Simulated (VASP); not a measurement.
# Bi (Im-3m) in VASP: a series of runs

Bi is run at these levels: revPBE+D3(BJ), BLYP; tasks: relaxation of cell and atoms, single point.

All numbers are computed with VASP 6.6.1; they aren't measurements. Logs are shortened: lines on timing, memory, paths and dates and some standing lists are left out, and cuts for length are marked.

## Step 1: The cell of the first run

It takes space group Im-3m (No. 229, cubic). Conventional cell: a = 3.963 Å, b = 3.963 Å, c = 3.963 Å, α = 90.00°, β = 90.00°, γ = 90.00°. Within 4.5 Å of Bi (site symmetry m-3m) lie 14 Bi at 3.43 to 3.96 Å.

## Step 2: Relaxation of cell and atoms, revPBE+D3(BJ)

The input, INCAR:

```
PREC = Accurate
ENCUT = 600
EDIFF = 1E-6
ISMEAR = -1
SIGMA = 0.05
LREAL = False
LASPH = True
NELM = 80
ALGO = Normal
ISIF = 3
LWAVE = False
LCHARG = False
GGA = RE
IVDW = 12
IBRION = 2
NSW = 80
EDIFFG = -0.02
```

The input, KPOINTS:

```
Automatic mesh
0
Gamma
  9 9 9
```

The input, POSCAR:

```
Bi
1.0
   -1.9814305318      1.9814305318      1.9814305318
    1.9814305318     -1.9814305318      1.9814305318
    1.9814305318      1.9814305318     -1.9814305318
Bi
1
Direct
    0.0000000000      0.0000000000      0.0000000000
```

Potentials or basis: VASP PAW PBE potentials, release 64 (Bi_d).

The run is started by

```
cat potpaw_PBE.64/Bi_d/POTCAR > POTCAR
mpirun -np 1 vasp_std > vasp.out
```

OUTCAR:

```text
PREC = Accurate
   ENCUT = 600
   EDIFF = 1E-6
   ISMEAR = -1
   LREAL = False
   LASPH = True
   NELM = 80
   ISIF = 3
   GGA = RE
   IVDW = 12
   IBRION = 2
   NSW = 80
   EDIFFG = -0.02
 IVDW          = 12

 ion  position               nearest neighbor table
   1  0.000  0.000  0.000-

  LATTYP: Found a body centered cubic cell.
 ALAT       =     3.9628610636

  Lattice vectors:

 A1 = (  -1.9814305318,   1.9814305318,   1.9814305318)
 A2 = (   1.9814305318,  -1.9814305318,   1.9814305318)
 A3 = (   1.9814305318,   1.9814305318,  -1.9814305318)

Analysis of symmetry for initial positions (statically):
=====================================================================
 Subroutine PRICEL returns:
 Original cell was already a primitive cell.

 Routine SETGRP: Setting up the symmetry group for a
 body centered cubic supercell.

 Subroutine GETGRP returns: Found 48 space group operations
[... 9 lines left out ...]

 Routine SETGRP: Setting up the symmetry group for a
 body centered cubic supercell.

 Subroutine GETGRP returns: Found 48 space group operations
[... 11 lines left out ...]
                                     Primitive cell

  volume of cell :      31.1169

  direct lattice vectors                    reciprocal lattice vectors
    -1.981430532  1.981430532  1.981430532     0.000000000  0.252342937  0.252342937
     1.981430532 -1.981430532  1.981430532     0.252342937  0.000000000  0.252342937
     1.981430532  1.981430532 -1.981430532     0.252342937  0.252342937  0.000000000

  length of vectors
     3.431938353  3.431938353  3.431938353     0.356866804  0.356866804  0.356866804

  position of ions in fractional coordinates (direct lattice)
     0.000000000  0.000000000  0.000000000

  ion indices of the primitive-cell ions
   primitive index   ion index
                 1           1

----------------------------------------------------------------------------------------

 KPOINTS: Automatic mesh

Automatic generation of k-mesh.
 Grid dimensions read from file:
 generate k-points for:    9    9    9

 Generating k-lattice:

  Cartesian coordinates                     Fractional coordinates (reciprocal lattice)
     0.000000000  0.028038104  0.028038104     0.111111111  0.000000000  0.000000000
     0.028038104  0.000000000  0.028038104     0.000000000  0.111111111  0.000000000
     0.028038104  0.028038104  0.000000000     0.000000000  0.000000000  0.111111111

  Length of vectors
     0.039651867  0.039651867  0.039651867

  Shift w.r.t. Gamma in fractional coordinates (k-lattice)
     0.000000000  0.000000000  0.000000000

 Subroutine IBZKPT returns following result:
[... 40 lines left out ...]
   PREC   = accura    normal or accurate (medium, high low for compatibility)
   ISTART =      0    job   : 0-new  1-cont  2-samecut
   ICHARG =      2    charge: 1-file 2-atom 10-const
   ISPIN  =      1    spin polarized calculation?
   LNONCOLLINEAR =      F non collinear calculations
   LSORBIT =      F    spin-orbit coupling
   LASPH  =      T    aspherical Exc in radial PAW
   ENCUT  =  600.0 eV  44.10 Ry    6.64 a.u.   6.85  6.85  6.85*2*pi/ulx,y,z
   NELM   =     80;   NELMIN=  2; NELMDL= -5     # of ELM steps
   EDIFF  = 0.1E-05   stopping-criterion for ELM
   LREAL  =      F    real-space projection
   EDIFFG = -.2E-01   stopping-criterion for IOM
   NSW    =     80    number of steps for IOM
   IBRION =      2    ionic relax: 0-MD 1-quasi-New 2-CG
   NFREE  =      1    steps in history (QN), initial steepest desc. (CG)
   ISIF   =      3    stress and relaxation
   ISYM   =      2    0-nonsym 1-usesym 2-fastsym
   POTIM  = 0.5000    time-step for ionic-motion
   TEBEG  =    0.0;   TEEND  =   0.0 temperature during run
   PSTRESS=    0.0 pullay stress
   NELECT =      15.0000    total number of electrons
   NUPDOWN=      -1.0000    fix difference up-down
   EMIN   =  10.00;   EMAX   =-10.00  energy-range for DOS
   EFERMI =   0.00;   METHOD = LEGACY
   ISMEAR =    -1;   SIGMA  =   0.05  broadening in eV -4-tet -1-fermi 0-gaus
   EFERMI_NEDOS =   21; number of points for ismear=-14 and -15
   IALGO  =     38    algorithm
   IMIX   =      4    mixing-type and parameters
     AMIX     =   0.40;   BMIX     =  1.00
     AMIX_MAG =   1.60;   BMIX_MAG =  1.00
  volume/ion in A,a.u.               =      31.12       209.99
  Fermi-wavevector in a.u.,A,eV,Ry     =   1.283630  2.425708 22.418388  1.647705
  Thomas-Fermi vector in A             =   2.415871
   LORBIT       =      0    0 simple, 1 ext, 2 COOP (PROOUT), +10 PAW based schemes
   GGA     = RE    functional components
   LHFCALC =     F    Hartree Fock is set to
   AEXX    =    0.0000 exact exchange contribution
   IVDW    =    12    specifies the selected vdW correction
   LEPSILON=     F    determine dielectric tensor
   LRPA    =     F    only Hartree local field effects (RPA)
 conjugate gradient relaxation of ions
 non-spin polarized calculation
  energy-cutoff  :      600.00
  volume of cell :       31.12
 maximum number of plane-waves:      1055
   NGX = 13   NGY = 13   NGZ = 13

--------------------------------------- Ionic step        1  -------------------------------------------

 number of electron      14.9999994 magnetization

 Free energy of the ion-electron system (eV)
  ---------------------------------------------------
  ext. energy  EPLUGINS =         0.00000000
  ---------------------------------------------------
  free energy    TOTEN  =        -3.43299907 eV

  energy without entropy =       -3.42886944  energy(sigma->0) =       -3.43093426

------------------------ aborting loop because EDIFF is reached ----------------------------------------

 Edisp (eV)   -0.92243

 E8    (eV) :    -0.6785
[... 69 lines left out ...]
--------------------------------------- Ionic step        3  -------------------------------------------

 number of electron      15.0000004 magnetization

 Free energy of the ion-electron system (eV)
  ---------------------------------------------------
  ext. energy  EPLUGINS =         0.00000000
  ---------------------------------------------------
  free energy    TOTEN  =        -3.39820302 eV

  energy without entropy =       -3.39347211  energy(sigma->0) =       -3.39583756

 E-fermi :   8.7767     XC(G=0): -10.4888

 val. band max:        8.7543688094   @ k =   0.2222   0.0000   0.0000
 cond. band min:       8.8001112399   @ k =  -0.2222   0.2222   0.1111
 fundamental gap:      0.0457424305
 Fermi energy:         8.7767004705

 k-point     1 :       0.0000    0.0000    0.0000
  band No.  band energies     occupation
      1     -14.4567      2.00000
      2     -14.4567      2.00000
      3     -14.4567      2.00000
      4     -14.3057      2.00000
      5     -14.3057      2.00000
      6      -5.2191      2.00000
      7      14.2007      0.00000
      8      14.2007      0.00000
      9      14.2007      0.00000
     10      18.4850      0.00000
     11      19.1306      0.00000
[... 309 lines left out ...]
 k-point    24 :      -0.4444   -0.4444    0.1111
  band No.  band energies     occupation
      1     -14.4457      2.00000
      2     -14.4069      2.00000
      3     -14.3544      2.00000
      4     -14.3111      2.00000
      5     -14.2228      2.00000
      6      -1.3984      2.00000
      7       4.0242      2.00000
      8       7.7647      2.00000
      9      11.4932      0.00000
     10      16.2343      0.00000
     11      17.7081      0.00000

 [... further k-points ...]

------------------------ aborting loop because EDIFF is reached ----------------------------------------

 Edisp (eV)   -0.97176

 E8    (eV) :    -0.7146
[... 24 lines left out ...]
  FREE ENERGIE OF THE ION-ELECTRON SYSTEM (eV)
  ---------------------------------------------------
  free  energy   TOTEN  =        -4.3699620184 eV

  energy  without entropy=       -4.3652311104  energy(sigma->0) =       -4.36759656

 reached required accuracy - stopping structural energy minimisation
```

CONTCAR:

```text
Bi
   1.00000000000000
    -1.9471482046919188    1.9471482046919188    1.9471482046919188
     1.9471482046919188   -1.9471482046919188    1.9471482046919188
     1.9471482046919188    1.9471482046919188   -1.9471482046919188
  Bi
     1
Direct
     0.0000000000000000    0.0000000000000000    0.0000000000000000

  0.00000000E+00  0.00000000E+00  0.00000000E+00
```

It took 12 s on 1 thread of Intel Xeon 6975P-C (Granite Rapids), shared host; peak memory 0.17 GiB.

Results:

```yaml
Free_energy: -4.3700 eV
Relaxed_volume: 29.53 Å³/atom
Relaxed_cell: a = 3.373 Å, b = 3.373 Å, c = 3.373 Å, α = 109.47°, β = 109.47°, γ = 109.47°
Space_group_after_relaxing_to_0.05_Å: Im-3m (No. 229)
Energy_gained_by_relaxing: 14.5 meV/atom
Ionic_steps: 3
Pressure_after_relaxing: 0.0 GPa
Dispersion_energy_per_atom: -0.972 eV
```

Step by step:
```csv
step,energy change (eV),largest force (eV/Å),pressure (GPa),volume (Å³)
1,0.0000,0.0000,-2.81,31.12
2,-0.0103,0.0000,1.68,28.72
3,-0.0145,0.0000,0.04,29.53
```

Final structure:
```yaml
crystal:
  lattice:
    - [-1.94715, 1.94715, 1.94715]
    - [1.94715, -1.94715, 1.94715]
    - [1.94715, 1.94715, -1.94715]
  atoms:
    - { symbol: Bi, position: [0.00000, 0.00000, 0.00000] }
```

Caveat: the PAW data sets were made with another functional, which shifts forces and pressure a little; spin-orbit coupling is left out, which moves the levels of the heavy elements; pairwise dispersion overbinds metals, which lowers pressure and volume.

## Step 3: Single point, BLYP, collinear spin, ferromagnetic start (volume scaled by 1.08)

The input, INCAR:

```
AGGAC = 1.0
AGGAX = 1.0
ALDAC = 0.0
ALDAX = 1.0
ALGO = Normal
EDIFF = 1E-6
ENCUT = 520
GGA = B5
ISIF = 2
ISMEAR = -1
ISPIN = 2
LASPH = T
LCHARG = F
LORBIT = 11
LREAL = F
LWAVE = F
MAGMOM = 0.5
NBANDS = 18
NELM = 150
PREC = Accurate
SIGMA = 0.15
```

The input, KPOINTS:

```
k-points
0
Gamma
  9 9 9
```

The input, POSCAR:

```
Bi
1.0
   -2.0329191296      2.0329191296      2.0329191296
    2.0329191296     -2.0329191296      2.0329191296
    2.0329191296      2.0329191296     -2.0329191296
Bi
1
Direct
    0.0000000000      0.0000000000      0.0000000000
```

Potentials or basis: VASP PAW PBE potentials, release 64 (Bi_d).

The run is started by

```
cat potpaw_PBE.64/Bi_d/POTCAR > POTCAR
mpirun -np 1 vasp_std > vasp.out
```

Run time: 40 s. Hardware: 1 thread of Intel Xeon Platinum 8559C (Emerald Rapids), shared host; peak memory 0.18 GiB.

Results (log left out):

| Property | Result |
| --- | --- |
| Free energy | -3.0021 eV |
| Pressure | 1.0 GPa |
| Net moment | 0.00 μB per cell |
| Valence electrons inside the program's atomic spheres | Bi 12.74 |

Levels at points of the mesh, in eV from the Fermi level:
Spin up:
```tsv
k point	band 5	band 6	band 7	band 8	band 9	band 10
(0.00, 0.00, 0.00)	-22.82	-13.06	4.40	4.40	4.40	8.60
```
Spin down:
```tsv
k point	band 5	band 6	band 7	band 8	band 9	band 10
(0.00, 0.00, 0.00)	-22.82	-13.06	4.40	4.40	4.40	8.60
```

Caveat: the cell differs from its parent crystal (volume scaled by 1.08); the PAW data sets were made with another functional, which shifts forces and pressure a little; spin-orbit coupling is left out, which moves the levels of the heavy elements.
